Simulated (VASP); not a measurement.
# BaTiO3: single point with LDA

BaTiO3:

```
Ba Ti O
1.0
     4.08589    0.00000    0.00000
     0.00000    4.08589    0.00000
     0.00000    0.00000    4.08589
Ba Ti O
1 1 3
Direct
  0.50000 0.50000 0.50000
  0.00000 0.00000 0.00000
  0.50000 0.00000 0.00000
  0.00000 0.50000 0.00000
  0.00000 0.00000 0.50000
```

This cell differs from its parent crystal: volume scaled by 1.06.

```yaml
Program: VASP 6.6.1
Task: single point
Functional: LDA
Potentials_or_basis: VASP PAW LDA potentials, release 64 (Ba_sv, Ti_sv, O)
Cutoff: 520 eV
k_mesh: 8 × 8 × 8
Occupations: fermi-dirac, width 0.05 eV
Spin: no spin polarisation
Dipole_correction: no
Further_INCAR_settings: ALGO = Normal; EDIFF = 1e-06; NBANDS = 28
```

The pressure is -15.6 GPa. The band gap on the k mesh is 1.54 eV, indirect (least direct gap 1.74 eV).

Levels at points of the mesh, in eV from the valence-band top:
```csv
k point,band 16,band 17,band 18,band 19,band 20,band 21,band 22,band 23,band 24,band 25
"(0.00, 0.00, 0.00)",-1.02,-1.02,-0.19,-0.19,-0.19,1.54,1.54,1.54,3.54,3.54
"(0.50, 0.00, 0.00)",-1.80,-1.78,-1.78,-0.72,-0.72,1.68,3.16,3.16,3.54,5.39
"(0.50, 0.50, 0.00)",-2.54,-1.75,-0.90,-0.90,-0.08,3.17,3.17,3.55,4.31,7.06
"(0.50, 0.50, 0.50)",-2.42,-2.42,0.00,0.00,0.00,3.77,3.77,3.77,6.38,6.38
```

Run time: 50 s on 1 thread of Intel Xeon 6975P-C, on a shared host, peak memory 0.2 GiB.

Caveat: spin-orbit coupling is left out, which moves the levels of the heavy elements. A k mesh can miss the band edges.
